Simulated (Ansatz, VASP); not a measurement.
## Two plane-wave programs on Ru

```
Ru
1.0
     2.70667    0.00000    0.00000
    -1.35334    2.34405    0.00000
     0.00000    0.00000    8.71177
Ru
4
Direct
  0.00000 0.00000 0.00000
  0.00000 0.00000 0.50000
  0.33333 0.66667 0.75000
  0.66667 0.33333 0.25000
```

Alike in both runs: functional PBE; k mesh 21 × 21 × 6; occupations gaussian, width 0.1 eV; no spin polarisation.

Ansatz relaxed the structure, and its values are those at the end. VASP's run is a single point on that final structure, the one shown.

|  | VASP | Ansatz |
| --- | --- | --- |
| version | VASP 6.6.1 | Ansatz 0.2.0 |
| potentials or method | VASP PAW PBE potentials, release 64 (Ru_pv), cutoff 520 eV | scalar-relativistic, plane waves, PAW |
| valence electrons in the cell | 56 | 64 |

```csv
,VASP,Ansatz,Ansatz less VASP
gap on the k mesh at the Fermi level (eV),none,none,-
pressure (GPa),-0.1,0.0,+0.08
```

A gap of «none» marks a metal or a gap that the smearing closes. The functional is the same, so the differences come from potentials, cutoffs and numerics. VASP's potentials hold 56 valence electrons a cell and Ansatz's 64, so a difference there can come from the potentials and not from the codes.
